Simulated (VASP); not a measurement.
# Ga3As2P (P3m1) in VASP: relaxation of cell and atoms with PBE

Aim: the relaxation of cell and atoms of Ga3As2P with PBE.

All numbers are computed with VASP 6.6.1; they aren't measurements. Logs are shortened: lines on timing, memory, paths and dates and some standing lists are left out, and cuts for length are marked.

## (1) The cell of the first run

The structure is trigonal, space group P3m1 (No. 156). Conventional cell: a = 4.006 Å, b = 4.006 Å, c = 9.799 Å, α = 90.00°, β = 90.00°, γ = 120.00°. Ga (site symmetry 3m) has 3 P at 2.43 Å and 1 As at 2.48 Å within 3.2 Å. Within 3.2 Å of Ga (site symmetry 3m) lie 1 P at 2.39 Å and 3 As at 2.46 Å. Ga (site symmetry 3m) has 4 As at 2.46 to 2.48 Å within 3.3 Å. Within 3.2 Å of P (site symmetry 3m) lie 4 Ga at 2.39 to 2.43 Å. As (site symmetry 3m) has 4 Ga at 2.46 to 2.48 Å within 3.3 Å. As (site symmetry 3m) has 4 Ga at 2.46 to 2.48 Å within 3.3 Å.

## (2) Relaxation of cell and atoms, PBE

File INCAR:

```
PREC     = Accurate       # precision mode
ENCUT    = 500            # plane-wave cutoff, eV
EDIFF    = 1E-7           # SCF threshold, eV
ISMEAR   = 0              # smearing method
SIGMA    = 0.02           # smearing width, eV
LREAL    = F              # projectors in reciprocal space
LASPH    = T              # aspherical terms in the spheres
NELM     = 120            # most SCF steps
ALGO     = Normal         # electronic algorithm
ISIF     = 3              # what is computed and relaxed
LWAVE    = F              # write WAVECAR
LCHARG   = F              # write CHGCAR
GGA      = PE             # functional
IBRION   = 2              # ionic algorithm
NSW      = 100            # ionic steps
EDIFFG   = -0.01          # ionic threshold
GGA_COMPAT= F            
NELMIN   = 4
```

File KPOINTS:

```
regular mesh
0
Gamma
  12 12 4
```

File POSCAR:

```
Ga3As2P
1.0
    4.0064384913      0.0000000000      0.0000000000
   -2.0032192456      3.4696775122      0.0000000000
    0.0000000000      0.0000000000      9.7993428191
Ga P As
3 1 2
Direct
    0.0000000000      0.0000000000      0.9933625610
    0.3333333333      0.6666666667      0.6732581332
    0.6666666667      0.3333333333      0.3334307038
    0.3333333333      0.6666666667      0.9167663070
    0.6666666667      0.3333333333      0.5863520542
    0.0000000000      0.0000000000      0.2468302409
```

Potentials or basis: VASP PAW PBE potentials, release 64 (Ga_d, P, As).

Command:

```console
$ cat potpaw_PBE.64/Ga_d/POTCAR potpaw_PBE.64/P/POTCAR potpaw_PBE.64/As/POTCAR > POTCAR
$ mpirun -np 1 vasp_std > vasp.out
```

OUTCAR:

```text
PREC = Accurate
   ENCUT = 500
   EDIFF = 1E-7
   ISMEAR = 0
   LREAL = F
   LASPH = T
   NELM = 120
   ISIF = 3
   GGA = PE
   IBRION = 2
   NSW = 100
   EDIFFG = -0.01
   NELMIN = 4

 ion  position               nearest neighbor table
   1  0.000  0.000  0.993-   4 2.43   4 2.43   4 2.43   6 2.48
   2  0.333  0.667  0.673-   4 2.39   5 2.46   5 2.46   5 2.46
   3  0.667  0.333  0.333-   6 2.46   6 2.46   6 2.46   5 2.48
   4  0.333  0.667  0.917-   2 2.39   1 2.43   1 2.43   1 2.43
   5  0.667  0.333  0.586-   2 2.46   2 2.46   2 2.46   3 2.48
   6  0.000  0.000  0.247-   3 2.46   3 2.46   3 2.46   1 2.48

  LATTYP: Found a hexagonal cell.
 ALAT       =     4.0064384913
 C/A-ratio  =     2.4458987304

  Lattice vectors:

 A1 = (   4.0064384913,   0.0000000000,   0.0000000000)
 A2 = (  -2.0032192456,   3.4696775122,   0.0000000000)
 A3 = (   0.0000000000,   0.0000000000,   9.7993428191)

Analysis of symmetry for initial positions (statically):
=====================================================================
 Subroutine PRICEL returns:
 Original cell was already a primitive cell.

 Routine SETGRP: Setting up the symmetry group for a
 hexagonal supercell.

 Subroutine GETGRP returns: Found  6 space group operations
 (whereof  6 operations were pure point group operations)
 out of a pool of 24 trial point group operations.

The static configuration has the point symmetry C_3v.

Analysis of symmetry for dynamics (positions and initial velocities):
=====================================================================
 Subroutine PRICEL returns:
 Original cell was already a primitive cell.

 Routine SETGRP: Setting up the symmetry group for a
 hexagonal supercell.

 Subroutine GETGRP returns: Found  6 space group operations
 (whereof  6 operations were pure point group operations)
 out of a pool of 24 trial point group operations.

The dynamic configuration has the point symmetry C_3v.

 Subroutine INISYM returns: Found  6 space group operations
 (whereof  6 operations are pure point group operations),
 and found     1 'primitive' translations

----------------------------------------------------------------------------------------

                                     Primitive cell

  volume of cell :     136.2211

  direct lattice vectors                    reciprocal lattice vectors
     4.006438491  0.000000000  0.000000000     0.249598241  0.144105612  0.000000000
    -2.003219246  3.469677512  0.000000000     0.000000000  0.288211223  0.000000000
     0.000000000  0.000000000  9.799342819     0.000000000  0.000000000  0.102047660

  length of vectors
     4.006438491  4.006438491  9.799342819     0.288211223  0.288211223  0.102047660

  position of ions in fractional coordinates (direct lattice)
     0.000000000  0.000000000  0.993362561
     0.333333333  0.666666667  0.673258133
     0.666666667  0.333333333  0.333430704
     0.333333333  0.666666667  0.916766307
     0.666666667  0.333333333  0.586352054
     0.000000000  0.000000000  0.246830241

  ion indices of the primitive-cell ions
   primitive index   ion index
                 1           1
                 2           2
                 3           3
                 4           4
                 5           5
                 6           6

----------------------------------------------------------------------------------------

 KPOINTS: regular mesh

Automatic generation of k-mesh.
 Grid dimensions read from file:
 generate k-points for:   12   12    4

 Generating k-lattice:

  Cartesian coordinates                     Fractional coordinates (reciprocal lattice)
     0.020799853  0.012008801  0.000000000     0.083333333  0.000000000  0.000000000
     0.000000000  0.024017602  0.000000000     0.000000000  0.083333333  0.000000000
     0.000000000  0.000000000  0.025511915     0.000000000  0.000000000  0.250000000

  Length of vectors
     0.024017602  0.024017602  0.025511915

  Shift w.r.t. Gamma in fractional coordinates (k-lattice)
     0.000000000  0.000000000  0.000000000

 Subroutine IBZKPT returns following result:
 ===========================================

 Found     69 irreducible k-points:

 Following reciprocal coordinates:
            Coordinates               Weight
  0.000000  0.000000  0.000000      1.000000
  0.083333  0.000000  0.000000      6.000000
  0.166667  0.000000  0.000000      6.000000
  0.250000  0.000000  0.000000      6.000000
  0.333333  0.000000  0.000000      6.000000
  0.416667  0.000000  0.000000      6.000000
[... 16 lines left out ...]
  0.166667  0.000000  0.250000      6.000000
  0.000000  0.166667  0.250000      6.000000
 [... further k-points ...]
   k-points           NKPTS =     69   k-points in BZ     NKDIM =     69   number of bands    NBANDS=     32
   number of dos      NEDOS =    301   number of ions     NIONS =      6
   total plane-waves  NPLWV =  64800
   dimension x,y,z NGX =    30 NGY =   30 NGZ =   72
   dimension x,y,z NGXF=    60 NGYF=   60 NGZF=  144
   ions per type =               3   1   2
   NGX,Y,Z   is equivalent  to a cutoff of  12.45, 12.45, 12.21 a.u.
   NGXF,Y,Z  is equivalent  to a cutoff of  24.90, 24.90, 24.43 a.u.
 SYSTEM =  unknown system
   PREC   = accura    normal or accurate (medium, high low for compatibility)
   ISTART =      0    job   : 0-new  1-cont  2-samecut
   ICHARG =      2    charge: 1-file 2-atom 10-const
   ISPIN  =      1    spin polarized calculation?
   LNONCOLLINEAR =      F non collinear calculations
   LSORBIT =      F    spin-orbit coupling
   LASPH  =      T    aspherical Exc in radial PAW
   ENCUT  =  500.0 eV  36.75 Ry    6.06 a.u.   7.30  7.30 17.87*2*pi/ulx,y,z
   NELM   =    120;   NELMIN=  4; NELMDL= -5     # of ELM steps
   EDIFF  = 0.1E-06   stopping-criterion for ELM
   LREAL  =      F    real-space projection
   EDIFFG = -.1E-01   stopping-criterion for IOM
   NSW    =    100    number of steps for IOM
   IBRION =      2    ionic relax: 0-MD 1-quasi-New 2-CG
   NFREE  =      1    steps in history (QN), initial steepest desc. (CG)
   ISIF   =      3    stress and relaxation
   ISYM   =      2    0-nonsym 1-usesym 2-fastsym
   POTIM  = 0.5000    time-step for ionic-motion
   TEBEG  =    0.0;   TEEND  =   0.0 temperature during run
   PSTRESS=    0.0 pullay stress
   NELECT =      54.0000    total number of electrons
   NUPDOWN=      -1.0000    fix difference up-down
   EMIN   =  10.00;   EMAX   =-10.00  energy-range for DOS
   EFERMI =   0.00;   METHOD = LEGACY
   ISMEAR =     0;   SIGMA  =   0.02  broadening in eV -4-tet -1-fermi 0-gaus
   EFERMI_NEDOS =   21; number of points for ismear=-14 and -15
   IALGO  =     38    algorithm
   IMIX   =      4    mixing-type and parameters
     AMIX     =   0.40;   BMIX     =  1.00
     AMIX_MAG =   1.60;   BMIX_MAG =  1.00
  volume/ion in A,a.u.               =      22.70       153.21
  Fermi-wavevector in a.u.,A,eV,Ry     =   1.202609  2.272602 19.677687  1.446269
  Thomas-Fermi vector in A             =   2.338386
   LORBIT       =      0    0 simple, 1 ext, 2 COOP (PROOUT), +10 PAW based schemes
   GGA     = PE    functional components
   LHFCALC =     F    Hartree Fock is set to
   AEXX    =    0.0000 exact exchange contribution
   IVDW    =     0    specifies the selected vdW correction
   LEPSILON=     F    determine dielectric tensor
   LRPA    =     F    only Hartree local field effects (RPA)
 conjugate gradient relaxation of ions
 non-spin polarized calculation
 Gauss-broadening in eV      SIGMA  =   0.02
  energy-cutoff  :      500.00
  volume of cell :      136.22
 maximum number of plane-waves:      3492
 NGX is ok and might be reduce to    30
   NGX = 15   NGY = 15   NGZ = 35

--------------------------------------- Ionic step        1  -------------------------------------------

 number of electron      54.0000001 magnetization

 Free energy of the ion-electron system (eV)
  ---------------------------------------------------
  ext. energy  EPLUGINS =         0.00000000
  ---------------------------------------------------
  free energy    TOTEN  =       -25.62075460 eV

  energy without entropy =      -25.62075460  energy(sigma->0) =      -25.62075460

------------------------ aborting loop because EDIFF is reached ----------------------------------------

  FORCE on cell =-STRESS in cart. coord.  units (eV):
  Direction    XX          YY          ZZ          XY          YZ          ZX
  --------------------------------------------------------------------------------------
  -------------------------------------------------------------------------------------
  Total        0.0795656      0.0795656      0.2746749      0.0000000      0.0000000      0.0000000
  in kB        0.9358178      0.9358178      3.2306141      0.0000000      0.0000000      0.0000000
  external PRESSURE =       1.7007499 kB  Pullay stress =       0.0000000 kB
[... 145 lines left out ...]
  energy  without entropy=      -25.6210607235  energy(sigma->0) =      -25.62106072

--------------------------------------- Ionic step        5  -------------------------------------------

 number of electron      54.0000000 magnetization

 Free energy of the ion-electron system (eV)
  ---------------------------------------------------
  ext. energy  EPLUGINS =         0.00000000
  ---------------------------------------------------
  free energy    TOTEN  =       -25.62109048 eV

  energy without entropy =      -25.62109048  energy(sigma->0) =      -25.62109048

 E-fermi :   3.9131     XC(G=0):  -9.4721

 val. band max:        3.8218245047   @ k =   0.0000   0.0000   0.0000
 cond. band min:       4.3286516640   @ k =   0.0000   0.0000   0.0000
 fundamental gap:      0.5068271593
 Fermi energy:         3.9130796219

 k-point     1 :       0.0000    0.0000    0.0000
  band No.  band energies     occupation
      1     -11.0512      2.00000
      2     -11.0004      2.00000
      3     -11.0004      2.00000
      4     -10.9404      2.00000
      5     -10.9404      2.00000
      6     -10.9165      2.00000
[... 829 lines left out ...]
     31       6.8741      0.00000
     32       8.0796      0.00000

 [... further k-points ...]

------------------------ aborting loop because EDIFF is reached ----------------------------------------

  FORCE on cell =-STRESS in cart. coord.  units (eV):
  Direction    XX          YY          ZZ          XY          YZ          ZX
  --------------------------------------------------------------------------------------
  -------------------------------------------------------------------------------------
  Total       -0.0160114     -0.0160114     -0.0067446     -0.0000000      0.0000000     -0.0000000
  in kB       -0.1877760     -0.1877760     -0.0790981     -0.0000000      0.0000000     -0.0000000
  external PRESSURE =      -0.1515500 kB  Pullay stress =       0.0000000 kB
[... 21 lines left out ...]
  FREE ENERGIE OF THE ION-ELECTRON SYSTEM (eV)
  ---------------------------------------------------
  free  energy   TOTEN  =       -25.6210904771 eV

  energy  without entropy=      -25.6210904771  energy(sigma->0) =      -25.62109048

 reached required accuracy - stopping structural energy minimisation
```

It took 16 min on 1 thread of Oxide Virtual Turin-like, shared host; peak memory 0.39 GiB.

Results:

```
Free energy                           : -25.6211 eV
Relaxed volume                        : 22.77 Å³/atom
Relaxed cell                          : a = 4.008 Å, b = 4.008 Å, c = 9.820 Å, α = 90.00°, β = 90.00°, γ = 120.00°
Space group after relaxing (to 0.1 Å) : P3m1 (No. 156)
Energy gained by relaxing             : 0.1 meV/atom
Ionic steps                           : 5
Pressure after relaxing               : 0.0 GPa
Largest force after relaxing          : 0.008 eV/Å
Band gap on the k mesh                : 0.51 eV
```

Forces on the atoms (eV/Å):
```
Ga   0.000  0.000  0.002
Ga   0.000  0.000  0.007
Ga   0.000  0.000  0.005
P    0.000  0.000 -0.004
As   0.000  0.000 -0.001
As   0.000  0.000 -0.008
```

Step by step:
| step | energy change (eV) | largest force (eV/Å) | pressure (GPa) | volume (Å³) |
| --- | --- | --- | --- | --- |
| 1 | 0.0000 | 0.0154 | 0.17 | 136.22 |
| 2 | -0.0003 | 0.0173 | -0.05 | 136.70 |
| 3 | -0.0003 | 0.0186 | -0.01 | 136.62 |
| 4 | -0.0003 | 0.0177 | -0.03 | 136.63 |
| 5 | -0.0003 | 0.0077 | -0.02 | 136.62 |

Final structure:
```xyz
6
Lattice="4.0080 0.0000 0.0000 -2.0040 3.4710 0.0000 0.0000 0.0000 9.8201" Properties=species:S:1:pos:R:3 pbc="T T T"
Ga    0.0000    0.0000    9.7543
Ga    0.0000    2.3140    6.6130
Ga    2.0040    1.1570    3.2745
P     0.0000    2.3140    9.0021
As    2.0040    1.1570    5.7579
As    0.0000    0.0000    2.4236
```

Caveat: semilocal functionals underestimate gaps, and a narrow one can read as zero.
